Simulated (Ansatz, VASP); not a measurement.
Na in VASP and in Ansatz

```xyz
1
Lattice="-2.1040 2.1040 2.1040 2.1040 -2.1040 2.1040 2.1040 2.1040 -2.1040" Properties=species:S:1:pos:R:3 pbc="T T T"
Na    0.0000    0.0000    0.0000
```

Alike in both runs: task single point; functional revPBE; k mesh 8 × 8 × 8; occupations gaussian, width 0.1 eV; no spin polarisation.

```csv
,VASP,Ansatz
version,VASP 6.6.1,Ansatz 0.2.0
potentials or method,"VASP PAW PBE potentials, release 64 (Na_pv), cutoff 500 eV","scalar-relativistic, plane waves, PAW"
valence electrons in the cell,7,9
```

```tsv
	VASP	Ansatz	Ansatz less VASP
gap on the k mesh at the Fermi level (eV)	none	none	-
pressure (GPa)	0.4	0.4	+0.01
```

VASP's potentials were made for PBE, not for revPBE. A gap of «none» marks a metal or a gap that the smearing closes. VASP's potentials hold 7 valence electrons a cell and Ansatz's 9, so a difference there can come from the potentials and not from the codes.
